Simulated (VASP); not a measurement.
Input of a VASP 6.6.1 run:

The input INCAR:

```
  PREC = Accurate
  ENCUT = 520
  EDIFF = 1E-6
  ISMEAR = -1
  SIGMA = 0.05
  LREAL = F
  LASPH = T
  NELM = 60
  ALGO = Normal
  ISIF = 2
  LWAVE = F
  LCHARG = T
  GGA = PS
  LELF = T
  LVHAR = T
  NBANDS = 38
```

The input KPOINTS:

```
Automatic mesh
0
Gamma
  7 7 4
```

Contents of POSCAR:

```
TaSi2
1.0
    4.7839000000      0.0000000000      0.0000000000
   -2.3919500000      4.1429789292      0.0000000000
    0.0000000000      0.0000000000      6.5700000000
Ta Si
3 6
Direct
    0.0000000000      0.5000000000      0.3333333333
    0.5000000000      0.5000000000      0.6666666667
    0.5000000000      0.0000000000      0.0000000000
    0.3179400000      0.1589700000      0.3333333333
    0.1589700000      0.8410300000      0.6666666667
    0.8410300000      0.6820600000      0.0000000000
    0.6820600000      0.8410300000      0.3333333333
    0.8410300000      0.1589700000      0.6666666667
    0.1589700000      0.3179400000      0.0000000000
```

Potentials or basis: VASP PAW PBE potentials, release 64 (Ta_pv, Si).

Command:

```bash
$ cat potpaw_PBE.64/Ta_pv/POTCAR potpaw_PBE.64/Si/POTCAR > POTCAR
$ mpirun -np 1 vasp_std > vasp.out
```

Problem. Predict the pressure.

Solution. -1.9 GPa.

Problem. Predict the largest force.

Solution. 0.057 eV/Å.

Stress tensor (GPa, compression positive):
```
-2.37  0.00  0.00
 0.00 -2.37  0.00
 0.00  0.00 -1.11
```

Caveat: the PAW data sets were made with another functional, which shifts forces and pressure a little.
